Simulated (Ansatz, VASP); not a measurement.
# One calculation of Ba, two programs

Contents of POSCAR:

```
Ba
1.0
   -2.4449561435      2.4449561435      2.2869093234
    2.4449561435     -2.4449561435      2.2869093234
    2.4449561435      2.4449561435     -2.2869093234
Ba
1
Direct
    0.0000000000      0.0000000000      0.0000000000
```

Contents of INCAR.step1:

```
SYSTEM = Ba
  ALGO = Normal
  EDIFF = 1E-4
  ENCUT = 520
  GGA = PE
  ISMEAR = 0
  LASPH = .TRUE.
  LCHARG = .FALSE.
  LREAL = .FALSE.
  LWAVE = .TRUE.
  NBANDS = 11
  NELM = 80
  PREC = Accurate
  SIGMA = 0.1
```

The input INCAR.step2:

```
SYSTEM = Ba
  ALGO = Normal
  EDIFF = 1E-7
  ENCUT = 520
  ISIF = 2
  ISMEAR = 0
  ISTART = 1
  LASPH = .TRUE.
  LCHARG = .FALSE.
  LMIXTAU = .TRUE.
  LREAL = .FALSE.
  LWAVE = .FALSE.
  METAGGA = R2SCAN
  NBANDS = 11
  NELM = 80
  PREC = Accurate
  SIGMA = 0.1
```

KPOINTS

```
k-points
0
G
  6 6 6
  0 0 0
```

Input for Ansatz:

```yaml
crystal:
  lattice:
    - [-2.4449561435, 2.4449561435, 2.2869093234]
    - [2.4449561435, -2.4449561435, 2.2869093234]
    - [2.4449561435, 2.4449561435, -2.2869093234]
  atoms:
    - { symbol: Ba, position: [0.0, 0.0, 0.0] }
basis:
  ecutwfc: 500
kpoints:
  mp_grid: { grid: [6, 6, 6] }
hamiltonian:
  xc: r2scan
scf:
  occupations: { method: gaussian, width: 0.1 }
output:
  forces: true
  stress: true
  eigenvalues: true
```

Alike in both runs: task single point; functional r2SCAN; k mesh 6 × 6 × 6; occupations gaussian, width 0.1 eV; no spin polarisation.

```csv
,VASP,Ansatz
version,VASP 6.6.1,Ansatz 0.2.0
potentials or method,"VASP PAW PBE potentials, release 64 (Ba_sv), cutoff 520 eV","scalar-relativistic, plane waves, PAW"
valence electrons in the cell,10,10
```

|  | VASP | Ansatz | Ansatz less VASP |
| --- | --- | --- | --- |
| gap on the k mesh at the Fermi level (eV) | none | none | - |
| pressure (GPa) | 2.1 | 2.0 | -0.13 |
| traceless stress, the component that is largest in VASP (GPa) | 0.30 | 0.30 | 0.000 |

VASP's potentials were made for PBE, not for r2SCAN. A gap of «none» marks a metal or a gap that the smearing closes. The functional is the same, so the differences come from potentials, cutoffs and numerics.

Spin-orbit coupling is off throughout.
